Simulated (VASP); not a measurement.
Here is a VASP 6.6.1 calculation.

The input POSCAR:

```
Mg2Sn
1.0
    0.0000000000      3.5151326934      3.5151326934
    3.5151326934      0.0000000000      3.5151326934
    3.5151326934      3.5151326934      0.0000000000
Sn Mg
1 2
Direct
    0.0000000000      0.0000000000      0.0000000000
    0.2500000000      0.2500000000      0.2500000000
    0.7500000000      0.7500000000      0.7500000000
```

The input INCAR.step1:

```
  PREC = Accurate
  ENCUT = 660
  ISMEAR = -1
  SIGMA = 0.02
  LREAL = F
  LASPH = T
  NELM = 200
  LNONCOLLINEAR = T
  MAGMOM = 0 0 0 0 0 0 0 0 0
  LSORBIT = T
  GGA_COMPAT = F
  NBANDS = 31
  GGA = PE
  ALGO = Normal
  EDIFF = 1E-5
  LWAVE = T
  LCHARG = F
```

The input INCAR.step2:

```
  PREC = Accurate
  ENCUT = 660
  EDIFF = 1E-6
  ISMEAR = -1
  SIGMA = 0.02
  LREAL = F
  LASPH = T
  NELM = 200
  ALGO = Normal
  ISIF = 2
  LWAVE = F
  LCHARG = F
  LNONCOLLINEAR = T
  MAGMOM = 0 0 0 0 0 0 0 0 0
  LORBIT = 11
  LSORBIT = T
  GGA_COMPAT = F
  LORBMOM = T
  METAGGA = R2SCAN
  LMIXTAU = T
  NBANDS = 31
  ISTART = 1
```

Contents of KPOINTS:

```
Automatic mesh
0
Gamma
  6 6 6
```

Potentials or basis: VASP PAW PBE potentials, release 64 (Sn_d, Mg).

The run is started by

```sh
$ cat potpaw_PBE.64/Sn_d/POTCAR potpaw_PBE.64/Mg/POTCAR > POTCAR
$ cp INCAR.step1 INCAR
$ mpirun -np 1 vasp_ncl > vasp.out
$ cp INCAR.step2 INCAR
$ mpirun -np 1 vasp_ncl > vasp.out
```

Question: Estimate the pressure.

Answer: -4.4 GPa.

Question: Predict the net moment.

Answer: 0.00 μB per cell.

Moments on the atoms (μB; x, y, z):
```
Sn  0.00 0.00 0.00
Mg  0.00 0.00 0.00
Mg  0.00 0.00 0.00
```

Caveat: the cell differs from its parent crystal (strain +4.0%); the cell stands under tension; the PAW data sets were made with another functional, which shifts forces and pressure a little.
